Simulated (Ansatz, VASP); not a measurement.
# MoS2: VASP beside Ansatz

```
Mo S
1.0
    -3.14143    0.00000    0.00000
    -1.57072   -2.72056    0.00000
     0.00000    0.00000   14.07882
Mo S
2 4
Direct
  0.33333 0.33333 0.22336
  0.66667 0.66667 0.67009
  0.33333 0.33333 0.55935
  0.66667 0.66667 0.11262
  0.33333 0.33333 0.78083
  0.66667 0.66667 0.33410
```

Alike in both runs: task single point; functional PBEsol; k mesh 10 × 10 × 2; occupations gaussian, width 0.05 eV; no spin polarisation.

|  | VASP | Ansatz |
| --- | --- | --- |
| version | VASP 6.6.1 | Ansatz 0.2.0 |
| potentials or method | VASP PAW PBE potentials, release 64 (Mo_sv, S), cutoff 520 eV | scalar-relativistic, plane waves, PAW |
| valence electrons in the cell | 52 | 52 |

```tsv
	VASP	Ansatz	Ansatz less VASP
gap on the k mesh at the Fermi level (eV)	1.37	1.36	-0.014
least direct gap on the mesh (eV)	2.01	2.01	-0.005
pressure (GPa)	-0.1	-0.1	+0.02
traceless stress, the component that is largest in VASP (GPa)	-0.06	-0.04	+0.022
rms of the force components (eV/Å)	0.009	0.009	+0.0001
```

VASP's potentials were made for PBE, not for PBEsol. Atom by atom the forces differ by 0.001 eV/Å (rms over components). The functional is the same, so the differences come from potentials, cutoffs and numerics.
